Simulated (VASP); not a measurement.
Set up this calculation in VASP 6.6.1, as the native input.

```
Task                   : single point
Functional             : PBEsol
Potentials or basis    : VASP PAW PBE potentials, release 64 (Zr_sv, S)
Cutoff                 : 520 eV
k mesh                 : 20 × 20 × 20
Occupations            : gaussian, width 0.15 eV
Spin                   : no spin polarisation
Dipole correction      : no
Further INCAR settings : ALGO = Fast; EDIFF = 1e-07; NBANDS = 16
```

The structure of ZrS lies in POSCAR:

```
ZrS
1.0
    0.0000000000      2.5701599732      2.5701599732
    2.5830753500     -0.0129153768      2.5830753500
    2.5830753500      2.5830753500     -0.0129153768
Zr S
1 1
Direct
    0.0000000000      0.0000000000      0.0000000000
    0.5000000000      0.5000000000      0.5000000000
```

This cell differs from its parent crystal: strain -0.0100 x Voigt [0, 0, 0, 1, 0, 0].

The input as run:

INCAR

```
PREC = Accurate
ENCUT = 520
EDIFF = 1E-7
ISMEAR = 0
SIGMA = 0.15
LREAL = F
LASPH = T
NELM = 100
ALGO = Fast
ISIF = 2
LWAVE = F
LCHARG = T
GGA = PS
LELF = T
LVHAR = T
NBANDS = 16
```

KPOINTS

```
regular mesh
0
Gamma
  20 20 20
```

Potentials or basis: VASP PAW PBE potentials, release 64 (Zr_sv, S).

Command:

```sh
$ cat potpaw_PBE.64/Zr_sv/POTCAR potpaw_PBE.64/S/POTCAR > POTCAR
$ mpirun -np 1 vasp_std > vasp.out
```

Results of the run:

```json
{"Pressure": "0.2 GPa", "Band gap on the k mesh": "zero (bands 9 and 10 overlap by 3.03 eV)"}
```

Caveat: the cell differs from its parent crystal (strain -0.0100 x Voigt [0, 0, 0, 1, 0, 0]); the PAW data sets were made with another functional, which shifts forces and pressure a little.

Run time: 37 min on 1 thread of Oxide Virtual Turin-like Processor, with other jobs on the host, peak memory 0.65 GiB.
